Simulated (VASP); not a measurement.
A run of VASP 6.6.1 is set up as follows.

INCAR

```
PREC     = Accurate       # precision mode
ENCUT    = 520            # plane-wave cutoff, eV
EDIFF    = 1E-6           # SCF threshold, eV
ISMEAR   = 0              # smearing method
SIGMA    = 0.1            # smearing width, eV
LREAL    = False          # projectors in reciprocal space
LASPH    = True           # aspherical terms in the spheres
NELM     = 80             # most SCF steps
ALGO     = Normal         # electronic algorithm
ISIF     = 2              # what is computed and relaxed
LWAVE    = False          # write WAVECAR
LCHARG   = False          # write CHGCAR
LDIPOL   = True         
IDIPOL   = 3            
DIPOL    = 0.5 0.5 0.306
GGA      = PE             # functional
NBANDS   = 74             # bands
```

KPOINTS

```
Automatic mesh
0
Gamma
  6 6 1
```

Contents of POSCAR:

```
HPt6
1.0
    5.6143281343      0.0000000000      0.0000000000
   -2.8071640672      4.8621507895      0.0000000000
    0.0000000000      0.0000000000     22.6192653717
Pt H
12 2
Direct
    0.3333333333      0.1666666667      0.1768404028
    0.3333333333      0.6666666667      0.1768404028
    0.8333333333      0.1666666667      0.1768404028
    0.8333333333      0.6666666667      0.1768404028
    0.1666666667      0.3333333333      0.2789526245
    0.1666666667      0.8333333333      0.2789526245
    0.6666666667      0.3333333333      0.2789526245
    0.6666666667      0.8333333333      0.2789526245
    0.0000000000      0.0000000000      0.3810585901
    0.0000000000      0.5000000000      0.3810585901
    0.5000000000      0.0000000000      0.3810585901
    0.5000000000      0.5000000000      0.3810585901
    0.1731307263      0.3462614525      0.4716892966
    0.3268692737      0.6537385475      0.4716892966
```

Potentials or basis: VASP PAW PBE potentials, release 64 (Pt, H).

Launch:

```console
$ cat potpaw_PBE.64/Pt/POTCAR potpaw_PBE.64/H/POTCAR > POTCAR
$ mpirun -np 1 vasp_std > vasp.out
```

Question: Predict the band gap on the k mesh.

Answer: Zero (bands 61 and 62 overlap by 0.77 eV).

Question: Estimate the largest force.

Answer: 2.139 eV/Å.

Forces in eV/Å, atoms in the order of the input:
```
Pt   0.021 -0.005  0.020
Pt   0.000  0.032  0.051
Pt  -0.021 -0.005  0.020
Pt   0.000  0.012  0.090
Pt   0.000 -0.073 -0.225
Pt  -0.021  0.003 -0.001
Pt   0.000  0.043  0.161
Pt   0.021  0.003 -0.001
Pt   0.000  0.112  0.289
Pt   0.089  0.014  0.628
Pt   0.000 -0.153  0.287
Pt  -0.089  0.014  0.628
H    0.000  1.900 -0.964
H    0.000 -1.899 -0.984
```

Caveat: spin-orbit coupling is left out, which moves the levels of the heavy elements.
